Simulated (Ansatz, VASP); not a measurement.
NiO: VASP beside Ansatz

```
CELL_PARAMETERS angstrom
0.00000 2.13371 2.13371
2.13371 0.00000 2.13371
2.13371 2.13371 0.00000
ATOMIC_POSITIONS crystal
Ni 0.00000 0.00000 0.00000
O 0.50000 0.50000 0.50000
```

Alike in both runs: functional PBE; k mesh 12 × 12 × 12; occupations gaussian, width 0.02 eV; collinear spin; Hubbard terms Ni d U = 6.2 eV.

Ansatz relaxed the structure, and its values are those at the end. VASP's run is a single point on that final structure, the one shown.

|  | VASP | Ansatz |
| --- | --- | --- |
| version | VASP 6.6.1 | Ansatz 0.2.0 |
| potentials or method | VASP PAW PBE potentials, release 64 (Ni, O), cutoff 520 eV | scalar-relativistic, plane waves, PAW |
| valence electrons in the cell | 16 | 24 |

|  | VASP | Ansatz | Ansatz less VASP |
| --- | --- | --- | --- |
| gap on the k mesh at the Fermi level (eV) | 2.36 | 1.94 | -0.423 |
| least direct gap on the mesh (eV) | 3.16 | 2.96 | -0.200 |
| pressure (GPa) | -8.2 | 0.0 | +8.23 |
| net moment per atom (μB) | 1.00 | 1.00 | 0.000 |
| size of the moment on the site where the two differ most (μB) | 1.83 | 1.74 | -0.090 |

Site moments also hang on the region over which each program counts them. The programs project onto different local orbitals, so the same U acts differently, and such runs can settle in different states. VASP's potentials hold 16 valence electrons a cell and Ansatz's 24, so a difference there can come from the potentials and not from the codes.
